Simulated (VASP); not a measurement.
Set up this calculation in VASP 6.6.1, as the native input.

```
Task                   : relaxation of cell and atoms
Functional             : LDA
Potentials or basis    : VASP PAW LDA potentials, release 64 (Si, C)
Cutoff                 : 600 eV
k mesh                 : 12 × 12 × 6
Occupations            : gaussian, width 0.02 eV
Spin                   : no spin polarisation
Dipole correction      : no
Further INCAR settings : ALGO = Normal; EDIFF = 1e-07; IBRION = 2; EDIFFG = -0.005; NSW = 70; ISIF = 3
```

The structure of SiC (Moissanite) lies in POSCAR:

```
SiC
1.0
    3.0919867177      0.0000000000      0.0000000000
   -1.5459933588      2.6777390457      0.0000000000
    0.0000000000      0.0000000000      5.0737648095
Si C
2 2
Direct
    0.3333333333      0.6666666667      0.0045636685
    0.6666666667      0.3333333333      0.5045636685
    0.3333333333      0.6666666667      0.3804363315
    0.6666666667      0.3333333333      0.8804363315
```

These files were run (other wordings do the same):

INCAR

```
SYSTEM = SiC
ALGO = Normal ; EDIFF = 1E-7
EDIFFG = -0.005 ; ENCUT = 600
IBRION = 2 ; ISIF = 3
ISMEAR = 0 ; LASPH = .TRUE.
LCHARG = .FALSE. ; LREAL = .FALSE.
LWAVE = .FALSE. ; NELM = 100
NSW = 70 ; PREC = Accurate
SIGMA = 0.02
```

KPOINTS

```
k-points
0
G
  12 12 6
  0 0 0
```

Potentials or basis: VASP PAW LDA potentials, release 64 (Si, C).

Command:

```sh
$ cat potpaw_LDA.64/Si/POTCAR potpaw_LDA.64/C/POTCAR > POTCAR
$ mpirun -np 1 vasp_std > vasp.out
```

Results of the run:

```json
{
  "Relaxed volume": "10.15 Å³/atom",
  "Relaxed cell": "a = 3.057 Å, b = 3.057 Å, c = 5.018 Å, α = 90.00°, β = 90.00°, γ = 120.00°",
  "Space group after relaxing (to 0.05 Å)": "P6_3mc (No. 186)",
  "Energy gained by relaxing": "8.0 meV/atom",
  "Ionic steps": "6",
  "Pressure after relaxing": "0.0 GPa",
  "Band gap on the k mesh": "2.12 eV, indirect (least direct gap 3.91 eV)"
}
```

Wall time 3.8 min on 1 thread of Intel Xeon 8259CL (shared host), peak memory 0.18 GiB.
